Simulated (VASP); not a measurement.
# VN (rocksalt type) (Fm-3m) in VASP: further runs

The runs below take VN (rocksalt type) through single point, with PBEsol.

Program: VASP 6.6.1. These are calculated values, not measurements. Logs are shortened: lines on timing, memory, paths and dates and some standing lists are left out, and cuts for length are marked.

**1. The cell of the first run**

The structure is cubic, space group Fm-3m (No. 225). Conventional cell: a = 3.782 Å, b = 3.782 Å, c = 3.782 Å, α = 90.00°, β = 90.00°, γ = 90.00°. Within 2.5 Å of V (site symmetry m-3m) lie 6 N at 1.89 Å. Within 2.5 Å of N (site symmetry m-3m) lie 6 V at 1.89 Å.

**2. Single point, PBEsol (volume scaled by 0.8)**

Contents of INCAR:

```
SYSTEM = VN
PREC = Accurate
ENCUT = 600
EDIFF = 1E-6
ISMEAR = -1
SIGMA = 0.1
LREAL = .FALSE.
LASPH = .TRUE.
NELM = 120
ALGO = Normal
ISIF = 2
LWAVE = .FALSE.
LCHARG = .FALSE.
GGA = PS
NBANDS = 16
GGA_COMPAT = .FALSE.
```

Contents of KPOINTS:

```
Automatic mesh
0
G
  17 17 17
  0 0 0
```

Contents of POSCAR:

```
VN
1.0
    0.0000000000      1.8911755409      1.8911755409
    1.8911755409      0.0000000000      1.8911755409
    1.8911755409      1.8911755409      0.0000000000
V N
1 1
Direct
    0.0000000000      0.0000000000      0.0000000000
    0.5000000000      0.5000000000      0.5000000000
```

Potentials or basis: VASP PAW PBE potentials, release 64 (V_sv, N).

On the command line:

```
$ cat potpaw_PBE.64/V_sv/POTCAR potpaw_PBE.64/N/POTCAR > POTCAR
$ mpirun -np 1 vasp_std > vasp.out
```

OUTCAR:

```text
SYSTEM = VN
   PREC = Accurate
   ENCUT = 600
   EDIFF = 1E-6
   ISMEAR = -1
   LREAL = .FALSE.
   LASPH = .TRUE.
   NELM = 120
   ISIF = 2
   GGA = PS

 ion  position               nearest neighbor table
   1  0.000  0.000  0.000-   2 1.89   2 1.89   2 1.89   2 1.89   2 1.89   2 1.89
   2  0.500  0.500  0.500-   1 1.89   1 1.89   1 1.89   1 1.89   1 1.89   1 1.89

  LATTYP: Found a face centered cubic cell.
 ALAT       =     3.7823510818

  Lattice vectors:

 A1 = (   0.0000000000,   1.8911755409,   1.8911755409)
 A2 = (   1.8911755409,   0.0000000000,   1.8911755409)
 A3 = (   1.8911755409,   1.8911755409,   0.0000000000)

Analysis of symmetry for initial positions (statically):
=====================================================================
 Subroutine PRICEL returns:
 Original cell was already a primitive cell.

 Routine SETGRP: Setting up the symmetry group for a
 face centered cubic supercell.

 Subroutine GETGRP returns: Found 48 space group operations
 (whereof 48 operations were pure point group operations)
 out of a pool of 48 trial point group operations.

The static configuration has the point symmetry O_h .

Analysis of symmetry for dynamics (positions and initial velocities):
=====================================================================
 Subroutine PRICEL returns:
 Original cell was already a primitive cell.

 Routine SETGRP: Setting up the symmetry group for a
 face centered cubic supercell.

 Subroutine GETGRP returns: Found 48 space group operations
 (whereof 48 operations were pure point group operations)
 out of a pool of 48 trial point group operations.

The dynamic configuration has the point symmetry O_h .

 Subroutine INISYM returns: Found 48 space group operations
 (whereof 48 operations are pure point group operations),
 and found     1 'primitive' translations

----------------------------------------------------------------------------------------

                                     Primitive cell

  volume of cell :      13.5277

  direct lattice vectors                    reciprocal lattice vectors
     0.000000000  1.891175541  1.891175541    -0.264385822  0.264385822  0.264385822
     1.891175541  0.000000000  1.891175541     0.264385822 -0.264385822  0.264385822
     1.891175541  1.891175541  0.000000000     0.264385822  0.264385822 -0.264385822

  length of vectors
     2.674526099  2.674526099  2.674526099     0.457929677  0.457929677  0.457929677

  position of ions in fractional coordinates (direct lattice)
[... 78 lines left out ...]
   NELM   =    120;   NELMIN=  2; NELMDL= -5     # of ELM steps
   EDIFF  = 0.1E-05   stopping-criterion for ELM
   LREAL  =      F    real-space projection
   EDIFFG = 0.1E-04   stopping-criterion for IOM
   NSW    =      0    number of steps for IOM
   IBRION =     -1    ionic relax: 0-MD 1-quasi-New 2-CG
   NFREE  =      0    steps in history (QN), initial steepest desc. (CG)
   ISIF   =      2    stress and relaxation
   ISYM   =      2    0-nonsym 1-usesym 2-fastsym
   POTIM  = 0.5000    time-step for ionic-motion
   TEBEG  =    0.0;   TEEND  =   0.0 temperature during run
   PSTRESS=    0.0 pullay stress
   NELECT =      18.0000    total number of electrons
   NUPDOWN=      -1.0000    fix difference up-down
   EMIN   =  10.00;   EMAX   =-10.00  energy-range for DOS
   EFERMI =   0.00;   METHOD = LEGACY
   ISMEAR =    -1;   SIGMA  =   0.10  broadening in eV -4-tet -1-fermi 0-gaus
   EFERMI_NEDOS =   21; number of points for ismear=-14 and -15
   IALGO  =     38    algorithm
   IMIX   =      4    mixing-type and parameters
     AMIX     =   0.40;   BMIX     =  1.00
     AMIX_MAG =   1.60;   BMIX_MAG =  1.00
  volume/ion in A,a.u.               =       6.76        45.64
  Fermi-wavevector in a.u.,A,eV,Ry     =   1.800627  3.402692 44.113606  3.242259
  Thomas-Fermi vector in A             =   2.861316
   LORBIT       =      0    0 simple, 1 ext, 2 COOP (PROOUT), +10 PAW based schemes
   GGA     = PS    functional components
   LHFCALC =     F    Hartree Fock is set to
   AEXX    =    0.0000 exact exchange contribution
   IVDW    =     0    specifies the selected vdW correction
   LEPSILON=     F    determine dielectric tensor
   LRPA    =     F    only Hartree local field effects (RPA)
 non-spin polarized calculation
  energy-cutoff  :      600.00
  volume of cell :       13.53
 maximum number of plane-waves:       467
 NGX is ok and might be reduce to    24
   NGX = 11   NGY = 11   NGZ = 11

 number of electron      17.9999998 magnetization

 Free energy of the ion-electron system (eV)
  ---------------------------------------------------
  ext. energy  EPLUGINS =         0.00000000
  ---------------------------------------------------
  free energy    TOTEN  =       -19.49246109 eV

  energy without entropy =      -19.45332568  energy(sigma->0) =      -19.47289339

 E-fermi :  16.1504     XC(G=0): -15.3751

 val. band max:       16.1493260331   @ k =  -0.1176   0.1765   0.0588
 cond. band min:      16.1723543635   @ k =   0.2353   0.0588   0.0000
 fundamental gap:      0.0230283304
 Fermi energy:        16.1504091833

 k-point     1 :       0.0000    0.0000    0.0000
  band No.  band energies     occupation
      1     -49.1298      2.00000
      2     -22.6215      2.00000
      3     -22.6215      2.00000
      4     -22.6215      2.00000
      5      -3.7883      2.00000
      6      13.3843      2.00000
[... 433 lines left out ...]
      3     -22.6755      2.00000
      4     -22.6270      2.00000
      5      -3.1402      2.00000
      6      10.7356      2.00000
[... 8 lines left out ...]
     15      31.0369      0.00000
     16      38.1100      0.00000

 [... further k-points ...]

------------------------ aborting loop because EDIFF is reached ----------------------------------------

  FORCE on cell =-STRESS in cart. coord.  units (eV):
  Direction    XX          YY          ZZ          XY          YZ          ZX
  --------------------------------------------------------------------------------------
  -------------------------------------------------------------------------------------
  Total       10.5200625     10.5200625     10.5200625      0.0000000      0.0000000      0.0000000
  in kB     1245.9579294   1245.9579294   1245.9579294      0.0000000      0.0000000      0.0000000
  external PRESSURE =    1245.9579294 kB  Pullay stress =       0.0000000 kB

 VOLUME and BASIS-vectors are now :
 -----------------------------------------------------------------------------
  energy-cutoff  :      600.00
  volume of cell :       13.53
      direct lattice vectors                 reciprocal lattice vectors
     0.000000000  1.891175541  1.891175541    -0.264385822  0.264385822  0.264385822
     1.891175541  0.000000000  1.891175541     0.264385822 -0.264385822  0.264385822
     1.891175541  1.891175541  0.000000000     0.264385822  0.264385822 -0.264385822

 POSITION                                       TOTAL-FORCE (eV/Angst)
 -----------------------------------------------------------------------------------
      0.00000      0.00000      0.00000         0.000000      0.000000     -0.000000
      1.89118      1.89118      1.89118        -0.000000     -0.000000      0.000000
 -----------------------------------------------------------------------------------
    total drift:                                0.000000     -0.000000     -0.000000

  FREE ENERGIE OF THE ION-ELECTRON SYSTEM (eV)
  ---------------------------------------------------
  free  energy   TOTEN  =       -19.4924610889 eV

  energy  without entropy=      -19.4533256829  energy(sigma->0) =      -19.47289339
```

OSZICAR:

```text
N       E                     dE             d eps       ncg     rms          rms(c)
DAV:   1     0.146738936989E+03    0.14674E+03   -0.10668E+04  5312   0.148E+03
DAV:   2    -0.201030875760E+02   -0.16684E+03   -0.15950E+03  5616   0.401E+02
DAV:   3    -0.244818365554E+02   -0.43787E+01   -0.43593E+01  5744   0.715E+01
DAV:   4    -0.245012120411E+02   -0.19375E-01   -0.19374E-01  6544   0.518E+00
DAV:   5    -0.245013257540E+02   -0.11371E-03   -0.11371E-03  5872   0.385E-01    0.504E+01
DAV:   6    -0.200031237589E+02    0.44982E+01   -0.17825E+01  6816   0.624E+01    0.124E+01
DAV:   7    -0.195832862572E+02    0.41984E+00   -0.32537E+00  5640   0.241E+01    0.160E+01
DAV:   8    -0.195360052057E+02    0.47281E-01   -0.57241E-01  5440   0.110E+01    0.440E+00
DAV:   9    -0.194919738169E+02    0.44031E-01   -0.11894E-01  5504   0.501E+00    0.221E-01
DAV:  10    -0.194924772729E+02   -0.50346E-03   -0.49055E-03  5712   0.724E-01    0.241E-01
DAV:  11    -0.194924796553E+02   -0.23824E-05   -0.97950E-05  6096   0.104E-01    0.909E-02
DAV:  12    -0.194924631128E+02    0.16543E-04   -0.68549E-05  7144   0.101E-01    0.177E-02
DAV:  13    -0.194924610986E+02    0.20142E-05   -0.10372E-05  5744   0.434E-02    0.433E-03
DAV:  14    -0.194924610889E+02    0.96920E-08   -0.26732E-07  2944   0.594E-03
   1 F= -.19492461E+02 E0= -.19472893E+02  d E =-.391354E-01
```

It took 18 s on 1 thread of Intel Xeon 6975P-C (Granite Rapids), shared host; peak memory 0.17 GiB.

Results:

* Free energy: -19.4925 eV
* Pressure: 124.6 GPa
* Band gap on the k mesh: zero (band 9 reaches 17.07 eV, above the bottom of band 10 at 13.86 eV)

Caveat: the PAW data sets were made with another functional, which shifts forces and pressure a little; the run has no spin polarisation, though such a crystal can be magnetic.

**3. Single point, PBEsol (volume scaled by 0.8)**

Contents of INCAR:

```
  PREC = Accurate
  ENCUT = 600
  EDIFF = 1E-6
  ISMEAR = -1
  SIGMA = 0.1
  LREAL = F
  LASPH = T
  NELM = 120
  ALGO = Normal
  ISIF = 2
  LWAVE = F
  LCHARG = F
  GGA = PS
  NBANDS = 16
  GGA_COMPAT = F
```

Contents of KPOINTS:

```
regular mesh
0
Gamma
  17 17 17
```

POSCAR is that of step 2.

Potentials or basis: VASP PAW PBE potentials, release 64 (V_sv, N).

On the command line:

```
$ cat potpaw_PBE.64/V_sv/POTCAR potpaw_PBE.64/N/POTCAR > POTCAR
$ mpirun -np 1 vasp_std > vasp.out
```

It took 22 s on 1 thread of Intel Xeon 6975P-C (Granite Rapids), shared host; peak memory 0.17 GiB.

The run converged. Its results:

* Free energy: -19.4925 eV
* Pressure: 124.6 GPa
* Band gap on the k mesh: zero (band 9 reaches 17.07 eV, above the bottom of band 10 at 13.86 eV)

Levels at points of the mesh, in eV from the Fermi level:
| k point | band 5 | band 6 | band 7 | band 8 | band 9 | band 10 | band 11 | band 12 | band 13 | band 14 |
| --- | --- | --- | --- | --- | --- | --- | --- | --- | --- | --- |
| (0.00, 0.00, 0.00) | -19.94 | -2.77 | -2.77 | -2.77 | -2.29 | -2.29 | -2.29 | -0.71 | -0.71 | 9.38 |

Caveat: the PAW data sets were made with another functional, which shifts forces and pressure a little; the run has no spin polarisation, though such a crystal can be magnetic.

**4. Single point, PBEsol (volume scaled by 0.88)**

Contents of INCAR:

```
SYSTEM = VN
PREC = Accurate ; ENCUT = 600
EDIFF = 1E-6 ; ISMEAR = -1
SIGMA = 0.1 ; LREAL = .FALSE.
LASPH = .TRUE. ; NELM = 120
ALGO = Normal ; ISIF = 2
LWAVE = .FALSE. ; LCHARG = .FALSE.
GGA = PS ; NBANDS = 16
GGA_COMPAT = .FALSE.
```

Contents of KPOINTS:

```
regular mesh
0
G
  17 17 17
  0 0 0
```

Contents of POSCAR:

```
VN
1.0
    0.0000000000      1.9522229057      1.9522229057
    1.9522229057      0.0000000000      1.9522229057
    1.9522229057      1.9522229057      0.0000000000
V N
1 1
Direct
    0.0000000000      0.0000000000      0.0000000000
    0.5000000000      0.5000000000      0.5000000000
```

On the command line:

```
$ cat potpaw_PBE.64/V_sv/POTCAR potpaw_PBE.64/N/POTCAR > POTCAR
$ mpirun -np 1 vasp_std > vasp.out
```

Wall time 18 s (1 thread of Intel Xeon 6975P-C (Granite Rapids), shared host); peak memory 0.17 GiB.

It converged, with:

```
Free energy            : -20.2490 eV
Pressure               : 58.6 GPa
Band gap on the k mesh : zero (band 9 reaches 15.24 eV, above the bottom of band 10 at 12.48 eV)
```

Levels at points of the mesh, in eV from the Fermi level:
| k point | band 5 | band 6 | band 7 | band 8 | band 9 | band 10 | band 11 | band 12 | band 13 | band 14 |
| --- | --- | --- | --- | --- | --- | --- | --- | --- | --- | --- |
| (0.00, 0.00, 0.00) | -19.21 | -2.56 | -2.56 | -2.56 | -1.98 | -1.98 | -1.98 | -0.62 | -0.62 | 8.00 |

Caveat: the PAW data sets were made with another functional, which shifts forces and pressure a little; the run has no spin polarisation, though such a crystal can be magnetic.

**5. Single point, PBEsol (volume scaled by 0.88)**

Contents of INCAR:

```
PREC = Accurate
ENCUT = 600
EDIFF = 1E-6
ISMEAR = -1
SIGMA = 0.1
LREAL = F
LASPH = T
NELM = 120
ALGO = Normal
ISIF = 2
LWAVE = F
LCHARG = T
GGA = PS
LELF = T
LVHAR = T
NBANDS = 16
GGA_COMPAT = F
```

Contents of KPOINTS:

```
regular mesh
0
Gamma
  17 17 17
```

POSCAR is that of step 4.

On the command line:

```
$ cat potpaw_PBE.64/V_sv/POTCAR potpaw_PBE.64/N/POTCAR > POTCAR
$ mpirun -np 1 vasp_std > vasp.out
```

Wall time 18 s (1 thread of Intel Xeon 6975P-C (Granite Rapids), shared host); peak memory 0.17 GiB.

It converged, with:

```
Free energy            : -20.2490 eV
Pressure               : 58.6 GPa
Band gap on the k mesh : zero (band 9 reaches 15.24 eV, above the bottom of band 10 at 12.48 eV)
```

Levels at points of the mesh, in eV from the Fermi level:
```
           k point  band 5  band 6  band 7  band 8  band 9  band 10  band 11  band 12  band 13  band 14
(0.00, 0.00, 0.00)  -19.21   -2.56   -2.56   -2.56   -1.98    -1.98    -1.98    -0.62    -0.62     8.00
```

Caveat: the PAW data sets were made with another functional, which shifts forces and pressure a little; the run has no spin polarisation, though such a crystal can be magnetic.
